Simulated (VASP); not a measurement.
# TiB2 (P6/mmm) in VASP: relaxation of the atoms with r2SCAN

Aim: the relaxation of the atoms of TiB2 with r2SCAN.

All numbers are computed with VASP 6.6.1; they aren't measurements. Logs are shortened: lines on timing, memory, paths and dates and some standing lists are left out, and cuts for length are marked.

## (1) The cell of the first run

It takes space group P6/mmm (No. 191, hexagonal). Conventional cell: a = 2.984 Å, b = 2.984 Å, c = 3.181 Å, α = 90.00°, β = 90.00°, γ = 120.00°. Ti (site symmetry 6/mmm) has 12 B at 2.34 Å and 8 Ti at 2.98 to 3.18 Å within 3.2 Å. B (site symmetry -6m2) has 3 B at 1.72 Å and 6 Ti at 2.34 Å within 2.4 Å.

## (2) Relaxation of the atoms, r2SCAN

File POSCAR:

```
TiB2
1.0
    2.9840177600      0.0000000000      0.0000000000
   -1.4920088800      2.5842351800      0.0000000000
    0.0000000000      0.0000000000      3.1807667400
Ti B
1 2
Direct
    0.0000000000      0.0000000000      0.0000000000
    0.3333333300      0.6666666700      0.5000000000
    0.6666666700      0.3333333300      0.5000000000
```

File INCAR.step1:

```
SYSTEM = TiB2
ALGO = Normal
EDIFF = 1E-5
EDIFFG = -0.01
ENCUT = 500
GGA = PE
GGA_COMPAT = .FALSE.
IBRION = 2
ISMEAR = -1
LASPH = .TRUE.
LCHARG = .FALSE.
LREAL = .FALSE.
LWAVE = .TRUE.
NELM = 120
NELMIN = 4
NSW = 100
PREC = Accurate
SIGMA = 0.1
```

File INCAR.step2:

```
SYSTEM = TiB2
ALGO = Normal
EDIFF = 1E-7
EDIFFG = -0.01
ENCUT = 500
GGA_COMPAT = .FALSE.
IBRION = 2
ISIF = 2
ISMEAR = -1
ISTART = 1
LASPH = .TRUE.
LCHARG = .FALSE.
LMIXTAU = .TRUE.
LREAL = .FALSE.
LWAVE = .FALSE.
METAGGA = R2SCAN
NELM = 120
NELMIN = 4
NSW = 50
PREC = Accurate
SIGMA = 0.1
```

File KPOINTS:

```
k-points
0
G
  13 13 10
  0 0 0
```

Potentials or basis: VASP PAW PBE potentials, release 64 (Ti_sv, B).

On the command line:

```sh
$ cat potpaw_PBE.64/Ti_sv/POTCAR potpaw_PBE.64/B/POTCAR > POTCAR
$ cp INCAR.step1 INCAR
$ mpirun -np 1 vasp_std > vasp.out
$ cp INCAR.step2 INCAR
$ mpirun -np 1 vasp_std > vasp.out
```

OUTCAR:

```text
SYSTEM = TiB2
   EDIFF = 1E-7
   EDIFFG = -0.01
   ENCUT = 500
   IBRION = 2
   ISIF = 2
   ISMEAR = -1
   ISTART = 1
   LASPH = .TRUE.
   LREAL = .FALSE.
   METAGGA = R2SCAN
   NELM = 120
   NELMIN = 4
   NSW = 50
   PREC = Accurate

 ion  position               nearest neighbor table
   1  0.000  0.000  0.000-   2 2.34   3 2.34   2 2.34   3 2.34   2 2.34   2 2.34   3 2.34   3 2.34
                             3 2.34   3 2.34   2 2.34   2 2.34
   2  0.333  0.667  0.500-   3 1.72   3 1.72   3 1.72   1 2.34   1 2.34   1 2.34   1 2.34   1 2.34
                             1 2.34
   3  0.667  0.333  0.500-   2 1.72   2 1.72   2 1.72   1 2.34   1 2.34   1 2.34   1 2.34   1 2.34
                             1 2.34

  LATTYP: Found a hexagonal cell.
 ALAT       =     2.9840177600
 C/A-ratio  =     1.0659342523

  Lattice vectors:

 A1 = (   2.9840177600,   0.0000000000,   0.0000000000)
 A2 = (  -1.4920088800,   2.5842351800,   0.0000000000)
 A3 = (   0.0000000000,   0.0000000000,   3.1807667400)

Analysis of symmetry for initial positions (statically):
=====================================================================
 Subroutine PRICEL returns:
 Original cell was already a primitive cell.

 Routine SETGRP: Setting up the symmetry group for a
 hexagonal supercell.

 Subroutine GETGRP returns: Found 24 space group operations
 (whereof 24 operations were pure point group operations)
 out of a pool of 24 trial point group operations.

The static configuration has the point symmetry D_6h.

Analysis of symmetry for dynamics (positions and initial velocities):
=====================================================================
 Subroutine PRICEL returns:
 Original cell was already a primitive cell.

 Routine SETGRP: Setting up the symmetry group for a
 hexagonal supercell.

 Subroutine GETGRP returns: Found 24 space group operations
 (whereof 24 operations were pure point group operations)
 out of a pool of 24 trial point group operations.

The dynamic configuration has the point symmetry D_6h.

 Subroutine INISYM returns: Found 24 space group operations
 (whereof 24 operations are pure point group operations),
 and found     1 'primitive' translations

----------------------------------------------------------------------------------------

                                     Primitive cell

  volume of cell :      24.5282

  direct lattice vectors                    reciprocal lattice vectors
     2.984017760  0.000000000  0.000000000     0.335118649  0.193480843  0.000000000
    -1.492008880  2.584235180  0.000000000     0.000000000  0.386961685  0.000000000
[... 98 lines left out ...]
   NELECT =      18.0000    total number of electrons
   NUPDOWN=      -1.0000    fix difference up-down
   EMIN   =  10.00;   EMAX   =-10.00  energy-range for DOS
   EFERMI =   0.00;   METHOD = LEGACY
   ISMEAR =    -1;   SIGMA  =   0.10  broadening in eV -4-tet -1-fermi 0-gaus
   EFERMI_NEDOS =   21; number of points for ismear=-14 and -15
   IALGO  =     38    algorithm
   IMIX   =      4    mixing-type and parameters
     AMIX     =   0.40;   BMIX     =  1.00
     AMIX_MAG =   1.60;   BMIX_MAG =  1.00
  volume/ion in A,a.u.               =       8.18        55.17
  Fermi-wavevector in a.u.,A,eV,Ry     =   1.476649  2.790462 29.667394  2.180492
  Thomas-Fermi vector in A             =   2.591150
   LORBIT       =      0    0 simple, 1 ext, 2 COOP (PROOUT), +10 PAW based schemes
   METAGGA = R2SCAN    functional components
   LHFCALC =     F    Hartree Fock is set to
   AEXX    =    0.0000 exact exchange contribution
   IVDW    =     0    specifies the selected vdW correction
   LEPSILON=     F    determine dielectric tensor
   LRPA    =     F    only Hartree local field effects (RPA)
 conjugate gradient relaxation of ions
 non-spin polarized calculation
  energy-cutoff  :      500.00
  volume of cell :       24.53
 maximum number of plane-waves:       646
 NGX is ok and might be reduce to    24
   NGX = 11   NGY = 11   NGZ = 11

 number of electron      17.9999999 magnetization

 Free energy of the ion-electron system (eV)
  ---------------------------------------------------
  ext. energy  EPLUGINS =         0.00000000
  ---------------------------------------------------
  free energy    TOTEN  =       -30.93530573 eV

  energy without entropy =      -30.92411355  energy(sigma->0) =      -30.92970964

 E-fermi :  10.6625     XC(G=0): -13.9899

 val. band max:       10.6235502773   @ k =   0.2308   0.2308   0.0000
 cond. band min:      10.6915819487   @ k =   0.0769   0.0000   0.4000
 fundamental gap:      0.0680316713
 Fermi energy:        10.6624838336

 k-point     1 :       0.0000    0.0000    0.0000
  band No.  band energies     occupation
      1     -48.6320      2.00000
      2     -23.9587      2.00000
      3     -23.5967      2.00000
      4     -23.5966      2.00000
      5      -4.0999      2.00000
      6       7.7711      2.00000
      7       7.7711      2.00000
      8       8.0188      2.00000
      9       8.3386      2.00000
     10      12.7678      0.00000
     11      12.7678      0.00000
     12      14.7245      0.00000
     13      14.7245      0.00000
[... 354 lines left out ...]
  band No.  band energies     occupation
      1     -48.6152      2.00000
      2     -23.9633      2.00000
      3     -23.7047      2.00000
      4     -23.6191      2.00000
      5      -3.4746      2.00000
      6       6.4989      2.00000
      7       6.8433      2.00000
      8       7.7012      2.00000
      9       9.1968      2.00000
     10      12.2004      0.00000
     11      12.7257      0.00000
     12      14.0074      0.00000
     13      14.0357      0.00000

 [... further k-points ...]
[... 5 lines left out ...]
  --------------------------------------------------------------------------------------
  -------------------------------------------------------------------------------------
  Total        2.0205757      2.0205757      1.6408743      0.0000000      0.0000000      0.0000000
  in kB      131.9837428    131.9837422    107.1817002      0.0000000      0.0000000      0.0000000
  external PRESSURE =     123.7163951 kB  Pullay stress =       0.0000000 kB

 VOLUME and BASIS-vectors are now :
 -----------------------------------------------------------------------------
  energy-cutoff  :      500.00
  volume of cell :       24.53
      direct lattice vectors                 reciprocal lattice vectors
     2.984017760  0.000000000  0.000000000     0.335118649  0.193480843  0.000000000
    -1.492008880  2.584235180  0.000000000     0.000000000  0.386961685  0.000000000
     0.000000000  0.000000000  3.180766740     0.000000000  0.000000000  0.314389605

 POSITION                                       TOTAL-FORCE (eV/Angst)
 -----------------------------------------------------------------------------------
      0.00000      0.00000      0.00000         0.000000      0.000000      0.000000
     -0.00000      1.72282      1.59038         0.000000      0.000000      0.000000
      1.49201      0.86141      1.59038        -0.000000      0.000000     -0.000000
 -----------------------------------------------------------------------------------
    total drift:                                0.000000     -0.000000     -0.000000

  FREE ENERGIE OF THE ION-ELECTRON SYSTEM (eV)
  ---------------------------------------------------
  free  energy   TOTEN  =       -30.9353057346 eV

  energy  without entropy=      -30.9241135517  energy(sigma->0) =      -30.92970964

 reached required accuracy - stopping structural energy minimisation
```

OSZICAR.step1:

```text
N       E                     dE             d eps       ncg     rms          rms(c)
DAV:   1     0.122936834216E+03    0.12294E+03   -0.91287E+03  3276   0.156E+03
DAV:   2    -0.202108373786E+02   -0.14315E+03   -0.13910E+03  3361   0.389E+02
DAV:   3    -0.293285337425E+02   -0.91177E+01   -0.90005E+01  4719   0.927E+01
DAV:   4    -0.296262738318E+02   -0.29774E+00   -0.29747E+00  4184   0.155E+01
DAV:   5    -0.296345739024E+02   -0.83001E-02   -0.82996E-02  4805   0.222E+00    0.177E+01
DAV:   6    -0.243394430274E+02    0.52951E+01   -0.25749E+01  4322   0.609E+01    0.406E+00
DAV:   7    -0.243826234070E+02   -0.43180E-01   -0.15683E+00  3602   0.148E+01    0.356E+00
DAV:   8    -0.243937698758E+02   -0.11146E-01   -0.14783E-01  4877   0.342E+00    0.687E-01
DAV:   9    -0.243893436221E+02    0.44263E-02   -0.52459E-02  4386   0.311E+00    0.263E-01
DAV:  10    -0.243887542162E+02    0.58941E-03   -0.50026E-03  4131   0.102E+00    0.874E-02
DAV:  11    -0.243887200344E+02    0.34182E-04   -0.21301E-04  4580   0.186E-01    0.565E-02
DAV:  12    -0.243887043592E+02    0.15675E-04   -0.10745E-04  4020   0.141E-01    0.999E-03
DAV:  13    -0.243887034573E+02    0.90187E-06   -0.77218E-06  1838   0.412E-02
   1 F= -.24388703E+02 E0= -.24382777E+02  d E =-.243887E+02
```

Wall time 4.3 min (1 thread of Oxide Virtual Turin-like, shared host); peak memory 0.14 GiB.

Results:

* Free energy: -30.9353 eV
* Pressure after relaxing: 12.4 GPa
* Band gap on the k mesh: zero (bands 9 and 10 overlap by 0.58 eV)

Final structure:
```
Ti B
1.0
     2.98402    0.00000    0.00000
    -1.49201    2.58424    0.00000
     0.00000    0.00000    3.18077
Ti B
1 2
Direct
  0.00000 0.00000 0.00000
  0.33333 0.66667 0.50000
  0.66667 0.33333 0.50000
```

Levels at points of the mesh, in eV from the Fermi level:
```
           k point  band 7  band 8  band 9  band 10  band 11  band 12
(0.00, 0.00, 0.00)   -2.89   -2.64   -2.32     2.11     2.11     4.06
(0.00, 0.00, 0.50)   -0.65   -0.65   -0.24    -0.24     0.48     0.48
```

Caveat: the PAW data sets were made with another functional, which shifts forces and pressure a little.

The gap in the log of VASP goes by the Fermi energy; the results here count the filled bands.